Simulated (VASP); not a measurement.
# SiC (P1) in VASP: single point with PBE

Aim: the single point of SiC with PBE.

Program: VASP 6.6.1. These are calculated values, not measurements. Logs are shortened: lines on timing, memory, paths and dates and some standing lists are left out, and cuts for length are marked.

## 1. The cell of the first run

The typed cell holds 2 atoms: a = 3.083 Å, b = 3.083 Å, c = 3.083 Å, α = 60.00°, β = 60.00°, γ = 60.00°.

## 2. Single point, PBE

Input file INCAR:

```
PREC = Accurate ; ENCUT = 600
EDIFF = 1E-6 ; ISMEAR = 0
SIGMA = 0.01 ; LREAL = False
LASPH = True ; NELM = 120
ALGO = Normal ; ISIF = 2
LWAVE = False ; LCHARG = True
GGA = PE ; LELF = True
LVHAR = True ; NBANDS = 11
GGA_COMPAT = False
```

Input file KPOINTS:

```
Automatic mesh
0
Gamma
  6 6 6
```

Input file POSCAR:

```
SiC
1.0
    0.0000000000      2.1800000000      2.1800000000
    2.1800000000      0.0000000000      2.1800000000
    2.1800000000      2.1800000000      0.0000000000
Si C
1 1
Direct
    0.0110000000      0.0040000000      0.9930000000
    0.2430000000      0.2620000000      0.2560000000
```

Potentials or basis: VASP PAW PBE potentials, release 64 (Si, C).

Command:

```sh
cat potpaw_PBE.64/Si/POTCAR potpaw_PBE.64/C/POTCAR > POTCAR
mpirun -np 1 vasp_std > vasp.out
```

OUTCAR:

```text
PREC = Accurate
   ENCUT = 600
   EDIFF = 1E-6
   ISMEAR = 0
   LREAL = False
   LASPH = True
   NELM = 120
   ISIF = 2
   GGA = PE

 ion  position               nearest neighbor table
   1  0.011  0.004  0.993-   2 1.86   2 1.87   2 1.90   2 1.93
   2  0.243  0.262  0.256-   1 1.86   1 1.87   1 1.90   1 1.93

  LATTYP: Found a face centered cubic cell.
 ALAT       =     4.3600000000

  Lattice vectors:

 A1 = (   0.0000000000,   2.1800000000,   2.1800000000)
 A2 = (   2.1800000000,   0.0000000000,   2.1800000000)
 A3 = (   2.1800000000,   2.1800000000,   0.0000000000)

Analysis of symmetry for initial positions (statically):
=====================================================================
 Subroutine PRICEL returns:
 Original cell was already a primitive cell.

 Routine SETGRP: Setting up the symmetry group for a
 face centered cubic supercell.

 Subroutine GETGRP returns: Found  1 space group operations
 (whereof  1 operations were pure point group operations)
 out of a pool of 48 trial point group operations.

The static configuration has the point symmetry C_1 .

Analysis of symmetry for dynamics (positions and initial velocities):
=====================================================================
 Subroutine PRICEL returns:
 Original cell was already a primitive cell.

 Routine SETGRP: Setting up the symmetry group for a
 face centered cubic supercell.

 Subroutine GETGRP returns: Found  1 space group operations
 (whereof  1 operations were pure point group operations)
 out of a pool of 48 trial point group operations.

The dynamic configuration has the point symmetry C_1 .

 Subroutine INISYM returns: Found  1 space group operations
 (whereof  1 operations are pure point group operations),
 and found     1 'primitive' translations

----------------------------------------------------------------------------------------

                                     Primitive cell

  volume of cell :      20.7205

  direct lattice vectors                    reciprocal lattice vectors
     0.000000000  2.180000000  2.180000000    -0.229357798  0.229357798  0.229357798
     2.180000000  0.000000000  2.180000000     0.229357798 -0.229357798  0.229357798
     2.180000000  2.180000000  0.000000000     0.229357798  0.229357798 -0.229357798

  length of vectors
     3.082985566  3.082985566  3.082985566     0.397259360  0.397259360  0.397259360

  position of ions in fractional coordinates (direct lattice)
[... 82 lines left out ...]
   NSW    =      0    number of steps for IOM
   IBRION =     -1    ionic relax: 0-MD 1-quasi-New 2-CG
   NFREE  =      0    steps in history (QN), initial steepest desc. (CG)
   ISIF   =      2    stress and relaxation
   ISYM   =      2    0-nonsym 1-usesym 2-fastsym
   POTIM  = 0.5000    time-step for ionic-motion
   TEBEG  =    0.0;   TEEND  =   0.0 temperature during run
   PSTRESS=    0.0 pullay stress
   NELECT =       8.0000    total number of electrons
   NUPDOWN=      -1.0000    fix difference up-down
   EMIN   =  10.00;   EMAX   =-10.00  energy-range for DOS
   EFERMI =   0.00;   METHOD = LEGACY
   ISMEAR =     0;   SIGMA  =   0.01  broadening in eV -4-tet -1-fermi 0-gaus
   EFERMI_NEDOS =   21; number of points for ismear=-14 and -15
   IALGO  =     38    algorithm
   IMIX   =      4    mixing-type and parameters
     AMIX     =   0.40;   BMIX     =  1.00
     AMIX_MAG =   1.60;   BMIX_MAG =  1.00
  volume/ion in A,a.u.               =      10.36        69.91
  Fermi-wavevector in a.u.,A,eV,Ry     =   1.192079  2.252702 19.334588  1.421052
  Thomas-Fermi vector in A             =   2.328126
   LORBIT       =      0    0 simple, 1 ext, 2 COOP (PROOUT), +10 PAW based schemes
   GGA     = PE    functional components
   LHFCALC =     F    Hartree Fock is set to
   AEXX    =    0.0000 exact exchange contribution
   IVDW    =     0    specifies the selected vdW correction
   LEPSILON=     F    determine dielectric tensor
   LRPA    =     F    only Hartree local field effects (RPA)
 non-spin polarized calculation
 Gauss-broadening in eV      SIGMA  =   0.01
  energy-cutoff  :      600.00
  volume of cell :       20.72
 maximum number of plane-waves:       701
 NGX is ok and might be reduce to    28
   NGX = 13   NGY = 13   NGZ = 13

 number of electron       8.0000000 magnetization

 Free energy of the ion-electron system (eV)
  ---------------------------------------------------
  ext. energy  EPLUGINS =         0.00000000
  ---------------------------------------------------
  free energy    TOTEN  =       -15.02400386 eV

  energy without entropy =      -15.02400386  energy(sigma->0) =      -15.02400386

 E-fermi :   8.4347     XC(G=0): -11.3483

 val. band max:        8.3542133351   @ k =   0.0000   0.0000   0.0000
 cond. band min:       9.4430557191   @ k =   0.5000   0.0000   0.5000
 fundamental gap:      1.0888423840
 Fermi energy:         8.4346537688

 k-point     1 :       0.0000    0.0000    0.0000
  band No.  band energies     occupation
      1      -7.2993      2.00000
      2       7.8673      2.00000
      3       8.0612      2.00000
      4       8.3542      2.00000
      5      14.3010      0.00000
      6      15.2934      0.00000
      7      15.4012      0.00000
      8      15.4917      0.00000
      9      22.5855      0.00000
     10      22.5862      0.00000
     11      24.5361      0.00000
[... 309 lines left out ...]
 k-point    24 :       0.3333    0.3333    0.1667
  band No.  band energies     occupation
      1      -5.3780      2.00000
      2       3.3693      2.00000
      3       6.1079      2.00000
      4       6.4857      2.00000
      5      13.0307      0.00000
      6      15.6005      0.00000
      7      17.0877      0.00000
      8      17.6707      0.00000
      9      20.7917      0.00000
     10      24.3388      0.00000
     11      25.8532      0.00000

 [... further k-points ...]
[... 5 lines left out ...]
  --------------------------------------------------------------------------------------
  -------------------------------------------------------------------------------------
  Total        0.3741775      0.4207514      0.4122705      0.1604856     -0.3664155      0.0514762
  in kB       28.9326882     32.5339375     31.8781670     12.4092970    -28.3325032      3.9803176
  external PRESSURE =      31.1149309 kB  Pullay stress =       0.0000000 kB

 VOLUME and BASIS-vectors are now :
 -----------------------------------------------------------------------------
  energy-cutoff  :      600.00
  volume of cell :       20.72
      direct lattice vectors                 reciprocal lattice vectors
     0.000000000  2.180000000  2.180000000    -0.229357798  0.229357798  0.229357798
     2.180000000  0.000000000  2.180000000     0.229357798 -0.229357798  0.229357798
     2.180000000  2.180000000  0.000000000     0.229357798  0.229357798 -0.229357798

 POSITION                                       TOTAL-FORCE (eV/Angst)
 -----------------------------------------------------------------------------------
      2.17346      2.18872      0.03270         0.859962     -0.141802     -0.385769
      1.12924      1.08782      1.10090        -0.859962      0.141802      0.385769
 -----------------------------------------------------------------------------------
    total drift:                               -0.000054      0.000012      0.000018

  FREE ENERGIE OF THE ION-ELECTRON SYSTEM (eV)
  ---------------------------------------------------
  free  energy   TOTEN  =       -15.0240038557 eV

  energy  without entropy=      -15.0240038557  energy(sigma->0) =      -15.02400386
```

OSZICAR:

```text
N       E                     dE             d eps       ncg     rms          rms(c)
DAV:   1     0.567259417146E+01    0.56726E+01   -0.42827E+03  2536   0.693E+02
DAV:   2    -0.162196094351E+02   -0.21892E+02   -0.20474E+02  3105   0.116E+02
DAV:   3    -0.168882582402E+02   -0.66865E+00   -0.66733E+00  3053   0.171E+01
DAV:   4    -0.168907897866E+02   -0.25315E-02   -0.25314E-02  2868   0.133E+00
DAV:   5    -0.168908012009E+02   -0.11414E-04   -0.11414E-04  3025   0.839E-02    0.882E+00
DAV:   6    -0.150821525239E+02    0.18086E+01   -0.65003E+00  2767   0.114E+01    0.389E+00
DAV:   7    -0.150315917716E+02    0.50561E-01   -0.39003E-01  2998   0.357E+00    0.178E+00
DAV:   8    -0.150237712883E+02    0.78205E-02   -0.20672E-02  2770   0.961E-01    0.168E-01
DAV:   9    -0.150238884041E+02   -0.11712E-03   -0.16211E-03  3040   0.232E-01    0.112E-01
DAV:  10    -0.150240009782E+02   -0.11257E-03   -0.23980E-04  2746   0.943E-02    0.258E-02
DAV:  11    -0.150240035334E+02   -0.25552E-05   -0.40959E-05  2950   0.335E-02    0.676E-03
DAV:  12    -0.150240038557E+02   -0.32228E-06   -0.17071E-06  2032   0.822E-03
   1 F= -.15024004E+02 E0= -.15024004E+02  d E =-.206651E-32
```

It took 42 s on 1 thread of AMD EPYC 7R43 (Zen 3), shared host; peak memory 0.13 GiB.

Results:

```yaml
Free_energy: -15.0240 eV
Pressure: 3.1 GPa
Largest_force: 0.953 eV/Å
Band_gap_on_the_k_mesh: 1.09 eV (least direct gap 4.42 eV)
```

Forces in eV/Å, atoms in the order of the input:
```
Si   0.860 -0.142 -0.386
C   -0.860  0.142  0.386
```

Caveat: the cell stands under pressure.
